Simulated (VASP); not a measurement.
# AlN (P2_1) in VASP: notebook

The runs below take AlN through single point, with PBEsol.

All numbers are computed with VASP 6.6.1; they aren't measurements. Logs are shortened: lines on timing, memory, paths and dates and some standing lists are left out, and cuts for length are marked.

### 1 The cell of the first run

The structure is monoclinic, space group P2_1 (No. 4). Conventional cell: a = 3.114 Å, b = 4.983 Å, c = 3.114 Å, α = 90.00°, β = 120.00°, γ = 90.00°. Al (site symmetry 1) has 4 N at 1.88 to 1.92 Å within 2.5 Å. Within 2.5 Å of N (site symmetry 1) lie 4 Al at 1.88 to 1.92 Å.

### 2 Single point, PBEsol (atoms displaced along a vibrational mode)

Input file INCAR:

```
PREC = Accurate
ENCUT = 600
EDIFF = 1E-6
ISMEAR = 0
SIGMA = 0.05
LREAL = F
LASPH = T
NELM = 120
ALGO = Normal
ISIF = 2
LWAVE = F
LCHARG = F
GGA = PS
NBANDS = 26
GGA_COMPAT = F
```

Input file KPOINTS:

```
regular mesh
0
Gamma
  8 8 8
```

Input file POSCAR:

```
AlN
1.0
   -3.1136926464      0.0000000000      0.0000000000
    0.0000000000      5.3930738627      0.0000000000
    1.5568463232     -2.6965369313     -4.9834165464
Al N
4 4
Direct
    1.0377854113      0.3325792953      0.9984919239
    0.5377854113      0.8325792953      0.9984919239
    0.2107065126      0.9159126286      0.4984919239
    0.7107065126      0.4159126286      0.4984919239
    0.7738173268      0.1415873714      0.6165080761
    0.2738173268      0.6415873714      0.6165080761
    0.0926907493      0.7249207047      0.1165080761
    0.5926907493      0.2249207047      0.1165080761
```

Potentials or basis: VASP PAW PBE potentials, release 64 (Al, N).

On the command line:

```console
$ cat potpaw_PBE.64/Al/POTCAR potpaw_PBE.64/N/POTCAR > POTCAR
$ mpirun -np 1 vasp_std > vasp.out
```

OUTCAR:

```text
PREC = Accurate
   ENCUT = 600
   EDIFF = 1E-6
   ISMEAR = 0
   LREAL = F
   LASPH = T
   NELM = 120
   ISIF = 2
   GGA = PS

 ion  position               nearest neighbor table
   1  0.038  0.333  0.998-   8 1.88   7 1.89   8 1.90   5 1.92   4 2.96   3 2.96   4 3.08   3 3.08
                             2 3.11   2 3.11   2 3.11   2 3.11   4 3.20   3 3.20
   2  0.538  0.833  0.998-   7 1.88   8 1.89   7 1.90   6 1.92   3 2.96   4 2.96   3 3.08   4 3.08
                             1 3.11   1 3.11   1 3.11   1 3.11   3 3.20   4 3.20
   3  0.211  0.916  0.498-   5 1.88   6 1.89   5 1.90   7 1.92   2 2.96   1 2.96   2 3.08   1 3.08
                             4 3.11   4 3.11   4 3.11   4 3.11   2 3.20   1 3.20
   4  0.711  0.416  0.498-   6 1.88   5 1.89   6 1.90   8 1.92   1 2.96   2 2.96   1 3.08   2 3.08
                             3 3.11   3 3.11   3 3.11   3 3.11   1 3.20   2 3.20
   5  0.774  0.142  0.617-   3 1.88   4 1.89   3 1.90   1 1.92
   6  0.274  0.642  0.617-   4 1.88   3 1.89   4 1.90   2 1.92
   7  0.093  0.725  0.117-   2 1.88   1 1.89   2 1.90   3 1.92
   8  0.593  0.225  0.117-   1 1.88   2 1.89   1 1.90   4 1.92

  LATTYP: Found a body centered orthorhombic cell.
 ALAT       =     3.1136926464
 B/A-ratio  =     1.7320508076
 C/A-ratio  =     3.2009688253

  Lattice vectors:

 A1 = (  -1.5568463232,   2.6965369313,   4.9834165464)
 A2 = (   1.5568463232,  -2.6965369314,   4.9834165464)
 A3 = (   1.5568463232,   2.6965369314,  -4.9834165464)

Analysis of symmetry for initial positions (statically):
=====================================================================
 Subroutine PRICEL returns following result:

  LATTYP: Found a hexagonal cell.
 ALAT       =     3.1136926464
 C/A-ratio  =     1.6004844127

  Lattice vectors:

 A1 = (   3.1136926464,   0.0000000000,   0.0000000000)
 A2 = (  -1.5568463232,  -2.6965369314,   0.0000000000)
 A3 = (   0.0000000000,   0.0000000000,  -4.9834165464)

   2 primitive cells build up your supercell.

 Routine SETGRP: Setting up the symmetry group for a
 body centered orthorhombic supercell.

 Subroutine GETGRP returns: Found  2 space group operations
 (whereof  1 operations were pure point group operations)
 out of a pool of  8 trial point group operations.

The static configuration has the point symmetry C_1 .
 The point group associated with its full space group is C_2 .

Analysis of symmetry for dynamics (positions and initial velocities):
=====================================================================
 Subroutine PRICEL returns following result:

  LATTYP: Found a hexagonal cell.
 ALAT       =     3.1136926464
 C/A-ratio  =     1.6004844127

  Lattice vectors:

 A1 = (   3.1136926464,   0.0000000000,   0.0000000000)
 A2 = (  -1.5568463232,  -2.6965369314,   0.0000000000)
 A3 = (   0.0000000000,   0.0000000000,  -4.9834165464)

   2 primitive cells build up your supercell.

 Routine SETGRP: Setting up the symmetry group for a
 body centered orthorhombic supercell.

 Subroutine GETGRP returns: Found  2 space group operations
 (whereof  1 operations were pure point group operations)
 out of a pool of  8 trial point group operations.

The dynamic configuration has the point symmetry C_1 .
 The point group associated with its full space group is C_2 .

 Subroutine INISYM returns: Found  2 space group operations
 (whereof  1 operations are pure point group operations),
 and found     2 'primitive' translations

----------------------------------------------------------------------------------------

                                     Primitive cell

  volume of cell :      41.8417

  direct lattice vectors                    reciprocal lattice vectors
     3.113692646  0.000000000  0.000000000     0.321162078 -0.185423012 -0.000000000
    -1.556846323 -2.696536931  0.000000000     0.000000000 -0.370846024 -0.000000000
     0.000000000  0.000000000 -4.983416546     0.000000000  0.000000000 -0.200665546

  length of vectors
     3.113692646  3.113692646  4.983416546     0.370846024  0.370846024  0.200665546

  position of ions in fractional coordinates (direct lattice)
     0.628127217  0.333333333  0.998491924
     0.371872783  0.666666667  0.498491924
     0.701103378  0.333333333  0.616508076
     0.298896622  0.666666667  0.116508076

  ion indices of the primitive-cell ions
   primitive index   ion index
                 1           1
                 2           4
                 3           5
                 4           7

----------------------------------------------------------------------------------------

 KPOINTS: regular mesh

Automatic generation of k-mesh.
 Grid dimensions read from file:
 generate k-points for:    8    8    8

 Generating k-lattice:

  Cartesian coordinates                     Fractional coordinates (reciprocal lattice)
    -0.040145260  0.000000000 -0.012541597     0.125000000  0.000000000  0.000000000
     0.000000000  0.023177877 -0.012541597     0.000000000  0.125000000  0.000000000
     0.000000000  0.000000000 -0.025083193     0.000000000  0.000000000  0.125000000

  Length of vectors
     0.042058691  0.026353474  0.025083193

  Shift w.r.t. Gamma in fractional coordinates (k-lattice)
     0.000000000  0.000000000  0.000000000

 Subroutine IBZKPT returns following result:
 ===========================================

 Found    150 irreducible k-points:

 Following reciprocal coordinates:
            Coordinates               Weight
  0.000000  0.000000  0.000000      1.000000
  0.125000  0.000000  0.000000      4.000000
  0.250000  0.000000  0.000000      4.000000
  0.375000  0.000000  0.000000      4.000000
  0.500000  0.000000  0.000000      2.000000
  0.000000  0.125000  0.000000      4.000000
[... 16 lines left out ...]
  0.125000 -0.250000 -0.125000      4.000000
  0.250000  0.250000  0.000000      4.000000
 [... further k-points ...]
   k-points           NKPTS =    150   k-points in BZ     NKDIM =    150   number of bands    NBANDS=     26
   number of dos      NEDOS =    301   number of ions     NIONS =      8
   total plane-waves  NPLWV =  64512
   dimension x,y,z NGX =    28 NGY =   48 NGZ =   48
   dimension x,y,z NGXF=    56 NGYF=   96 NGZF=   96
   ions per type =               4   4
   NGX,Y,Z   is equivalent  to a cutoff of  14.95, 14.80, 13.58 a.u.
   NGXF,Y,Z  is equivalent  to a cutoff of  29.90, 29.59, 27.16 a.u.
 SYSTEM =  unknown system
   PREC   = accura    normal or accurate (medium, high low for compatibility)
   ISTART =      0    job   : 0-new  1-cont  2-samecut
   ICHARG =      2    charge: 1-file 2-atom 10-const
   ISPIN  =      1    spin polarized calculation?
   LNONCOLLINEAR =      F non collinear calculations
   LSORBIT =      F    spin-orbit coupling
   LASPH  =      T    aspherical Exc in radial PAW
   ENCUT  =  600.0 eV  44.10 Ry    6.64 a.u.   6.22 10.77 11.74*2*pi/ulx,y,z
   NELM   =    120;   NELMIN=  2; NELMDL= -5     # of ELM steps
   EDIFF  = 0.1E-05   stopping-criterion for ELM
   LREAL  =      F    real-space projection
   EDIFFG = 0.1E-04   stopping-criterion for IOM
   NSW    =      0    number of steps for IOM
   IBRION =     -1    ionic relax: 0-MD 1-quasi-New 2-CG
   NFREE  =      0    steps in history (QN), initial steepest desc. (CG)
   ISIF   =      2    stress and relaxation
   ISYM   =      2    0-nonsym 1-usesym 2-fastsym
   POTIM  = 0.5000    time-step for ionic-motion
   TEBEG  =    0.0;   TEEND  =   0.0 temperature during run
   PSTRESS=    0.0 pullay stress
   NELECT =      32.0000    total number of electrons
   NUPDOWN=      -1.0000    fix difference up-down
   EMIN   =  10.00;   EMAX   =-10.00  energy-range for DOS
   EFERMI =   0.00;   METHOD = LEGACY
   ISMEAR =     0;   SIGMA  =   0.05  broadening in eV -4-tet -1-fermi 0-gaus
   EFERMI_NEDOS =   21; number of points for ismear=-14 and -15
   IALGO  =     38    algorithm
   IMIX   =      4    mixing-type and parameters
     AMIX     =   0.40;   BMIX     =  1.00
     AMIX_MAG =   1.60;   BMIX_MAG =  1.00
  volume/ion in A,a.u.               =      10.46        70.59
  Fermi-wavevector in a.u.,A,eV,Ry     =   1.188261  2.245487 19.210929  1.411963
  Thomas-Fermi vector in A             =   2.324394
   LORBIT       =      0    0 simple, 1 ext, 2 COOP (PROOUT), +10 PAW based schemes
   GGA     = PS    functional components
   LHFCALC =     F    Hartree Fock is set to
   AEXX    =    0.0000 exact exchange contribution
   IVDW    =     0    specifies the selected vdW correction
   LEPSILON=     F    determine dielectric tensor
   LRPA    =     F    only Hartree local field effects (RPA)
 non-spin polarized calculation
 Gauss-broadening in eV      SIGMA  =   0.05
  energy-cutoff  :      600.00
  volume of cell :       83.68
 maximum number of plane-waves:      2820
 NGX is ok and might be reduce to    28
   NGX = 13   NGY = 21   NGZ = 23

 number of electron      31.9999998 magnetization

 Free energy of the ion-electron system (eV)
  ---------------------------------------------------
  ext. energy  EPLUGINS =         0.00000000
  ---------------------------------------------------
  free energy    TOTEN  =       -62.40737735 eV

  energy without entropy =      -62.40737735  energy(sigma->0) =      -62.40737735

 E-fermi :   6.3431     XC(G=0): -11.1066

 val. band max:        6.1491830625   @ k =   0.0000   0.0000   0.0000
 cond. band min:      10.0947117605   @ k =   0.0000   0.0000   0.0000
 fundamental gap:      3.9455286980
 Fermi energy:         6.3431429254

 k-point     1 :       0.0000    0.0000    0.0000
  band No.  band energies     occupation
      1      -9.0979      2.00000
      2      -6.9105      2.00000
      3      -6.7187      2.00000
      4      -6.7187      2.00000
      5       0.0212      2.00000
      6       0.4106      2.00000
[... 18 lines left out ...]
     25      17.4963      0.00000
     26      17.4964      0.00000

 k-point     2 :       0.1250    0.0000    0.0000
  band No.  band energies     occupation
      1      -8.9324      2.00000
      2      -6.8553      2.00000
      3      -6.7276      2.00000
      4      -6.6002      2.00000
      5       0.2507      2.00000
      6       0.4887      2.00000
[... 18 lines left out ...]
     25      16.6426      0.00000
[... 608 lines left out ...]
     25      16.5808      0.00000
     26      17.5109      0.00000

 k-point    24 :       0.2500    0.2500    0.0000
  band No.  band energies     occupation
      1      -8.1218      2.00000
      2      -7.0935      2.00000
      3      -6.8814      2.00000
      4      -6.3906      2.00000
      5       1.1975      2.00000
      6       1.2394      2.00000
[... 18 lines left out ...]
     25      16.8358      0.00000
     26      17.0036      0.00000

 [... further k-points ...]
[... 5 lines left out ...]
  --------------------------------------------------------------------------------------
  -------------------------------------------------------------------------------------
  Total       -0.7526860     -0.0182027     -0.0318346     -0.2395094      0.0000000      0.0000000
  in kB      -14.4107019     -0.3485029     -0.6094962     -4.5855749      0.0000000      0.0000000
  external PRESSURE =      -5.1229003 kB  Pullay stress =       0.0000000 kB

 VOLUME and BASIS-vectors are now :
 -----------------------------------------------------------------------------
  energy-cutoff  :      600.00
  volume of cell :       83.68
      direct lattice vectors                 reciprocal lattice vectors
    -3.113692646  0.000000000  0.000000000    -0.321162078  0.000000000 -0.100332773
     0.000000000  5.393073863  0.000000000     0.000000000  0.185423012 -0.100332773
     1.556846323 -2.696536931 -4.983416546     0.000000000  0.000000000 -0.200665546

 POSITION                                       TOTAL-FORCE (eV/Angst)
 -----------------------------------------------------------------------------------
      1.43685     -0.89885     -4.97590         0.656966      0.065835      0.095833
     -0.12000      1.79769     -4.97590         0.656966      0.065835      0.095833
      0.12000      3.59538     -2.48419        -0.656966     -0.065835      0.095833
     -1.43685      0.89885     -2.48419        -0.656966     -0.065835      0.095833
     -1.44962     -0.89885     -3.07232        -0.308853      0.027873     -0.095833
      0.10723      1.79769     -3.07232        -0.308853      0.027873     -0.095833
     -0.10723      3.59538     -0.58061         0.308853     -0.027873     -0.095833
     -1.66407      0.89885     -0.58061         0.308853     -0.027873     -0.095833
 -----------------------------------------------------------------------------------
    total drift:                                0.000010     -0.000000      0.000879

  FREE ENERGIE OF THE ION-ELECTRON SYSTEM (eV)
  ---------------------------------------------------
  free  energy   TOTEN  =       -62.4073773532 eV

  energy  without entropy=      -62.4073773532  energy(sigma->0) =      -62.40737735
```

It took 11 min on 1 thread of Oxide Virtual Turin-like, shared host; peak memory 0.41 GiB.

What came out:

```
Free energy            : -62.4074 eV
Pressure               : -0.5 GPa
Largest force          : 0.667 eV/Å
Band gap on the k mesh : 3.95 eV
```

Forces in eV/Å, atoms in the order of the input:
```
Al   0.657  0.066  0.096
Al   0.657  0.066  0.096
Al  -0.657 -0.066  0.096
Al  -0.657 -0.066  0.096
N   -0.309  0.028 -0.096
N   -0.309  0.028 -0.096
N    0.309 -0.028 -0.096
N    0.309 -0.028 -0.096
```

Stress tensor (GPa, compression positive):
```
-1.44 -0.46  0.00
-0.46 -0.03  0.00
 0.00  0.00 -0.06
```

Levels at points of the mesh, in eV from the valence-band top:
| k point | band 12 | band 13 | band 14 | band 15 | band 16 | band 17 | band 18 | band 19 | band 20 | band 21 |
| --- | --- | --- | --- | --- | --- | --- | --- | --- | --- | --- |
| (0.00, 0.00, 0.00) | -1.01 | -0.91 | -0.50 | -0.15 | 0.00 | 3.95 | 5.00 | 5.00 | 6.43 | 8.94 |
| (0.50, 0.00, 0.00) | -2.56 | -2.17 | -2.17 | -0.90 | -0.90 | 5.84 | 5.84 | 7.06 | 7.06 | 8.39 |
| (0.00, 0.50, 0.00) | -1.53 | -0.82 | -0.82 | -0.57 | -0.57 | 5.76 | 5.76 | 7.07 | 7.07 | 8.34 |
| (0.50, 0.50, 0.00) | -1.64 | -1.45 | -1.23 | -1.23 | -0.75 | 4.89 | 4.89 | 4.91 | 5.75 | 7.77 |
| (0.50, 0.50, 0.50) | -1.68 | -1.68 | -1.45 | -1.45 | -0.86 | 5.22 | 5.22 | 5.39 | 6.19 | 8.10 |
| (0.00, 0.00, 0.50) | -0.85 | -0.69 | -0.69 | -0.59 | -0.59 | 5.58 | 5.60 | 6.19 | 6.19 | 7.76 |

Caveat: the cell differs from its parent crystal (atoms displaced along a vibrational mode); the PAW data sets were made with another functional, which shifts forces and pressure a little.

### 3 Single point, PBEsol (atoms displaced along a vibrational mode)

Input file INCAR:

```
SYSTEM = AlN
ALGO = Normal ; EDIFF = 1E-6
ENCUT = 600 ; GGA = PS
GGA_COMPAT = .FALSE. ; ISIF = 2
ISMEAR = 0 ; LASPH = .TRUE.
LCHARG = .FALSE. ; LREAL = .FALSE.
LWAVE = .FALSE. ; NBANDS = 26
NELM = 120 ; PREC = Accurate
SIGMA = 0.05
```

Input file KPOINTS:

```
k-points
0
G
  8 8 8
  0 0 0
```

Input file POSCAR:

```
AlN
1.0
   -3.1136926464      0.0000000000      0.0000000000
    0.0000000000      5.3930738627      0.0000000000
    1.5568463232     -2.6965369313     -4.9834165464
Al N
4 4
Direct
    0.9703413749      0.3325792953      0.9984919239
    0.4703413749      0.8325792953      0.9984919239
    0.2781505490      0.9159126286      0.4984919239
    0.7781505490      0.4159126286      0.4984919239
    0.8340815715      0.1415873714      0.6165080761
    0.3340815715      0.6415873714      0.6165080761
    0.0324265046      0.7249207047      0.1165080761
    0.5324265046      0.2249207047      0.1165080761
```

Potentials or basis: VASP PAW PBE potentials, release 64 (Al, N).

On the command line:

```console
$ cat potpaw_PBE.64/Al/POTCAR potpaw_PBE.64/N/POTCAR > POTCAR
$ mpirun -np 1 vasp_std > vasp.out
```

Wall time 10 min (1 thread of Oxide Virtual Turin-like, shared host); peak memory 0.41 GiB.

The run converged. Its results:

```yaml
Free_energy: -62.5054 eV
Pressure: -0.4 GPa
Largest_force: 0.498 eV/Å
Band_gap_on_the_k_mesh: 4.02 eV
```

Forces in eV/Å, atoms in the order of the input:
```
Al  -0.494  0.037  0.055
Al  -0.494  0.037  0.055
Al   0.494 -0.037  0.055
Al   0.494 -0.037  0.055
N    0.231  0.015 -0.055
N    0.231  0.015 -0.055
N   -0.231 -0.015 -0.055
N   -0.231 -0.015 -0.055
```

Stress tensor (GPa, compression positive):
```
-0.87  0.33  0.00
 0.33 -0.08  0.00
 0.00  0.00 -0.11
```

Levels at points of the mesh, in eV from the valence-band top:
```tsv
k point	band 12	band 13	band 14	band 15	band 16	band 17	band 18	band 19	band 20	band 21
(0.00, 0.00, 0.00)	-0.96	-0.88	-0.42	-0.15	0.00	4.02	5.07	5.07	6.48	9.02
(0.50, 0.00, 0.00)	-2.53	-2.12	-2.12	-0.90	-0.90	5.92	5.92	7.11	7.11	8.46
(0.00, 0.50, 0.00)	-1.50	-0.76	-0.76	-0.58	-0.58	5.82	5.82	7.15	7.15	8.39
(0.50, 0.50, 0.00)	-1.61	-1.61	-1.43	-1.43	-0.80	5.23	5.23	5.48	6.08	8.12
(0.50, 0.50, 0.50)	-1.59	-1.54	-1.26	-1.26	-0.72	4.98	4.98	5.12	5.75	7.87
(0.00, 0.00, 0.50)	-0.79	-0.64	-0.64	-0.57	-0.57	5.62	5.63	6.27	6.27	7.89
```

Caveat: the cell differs from its parent crystal (atoms displaced along a vibrational mode); the PAW data sets were made with another functional, which shifts forces and pressure a little. A k mesh can miss the band edges.
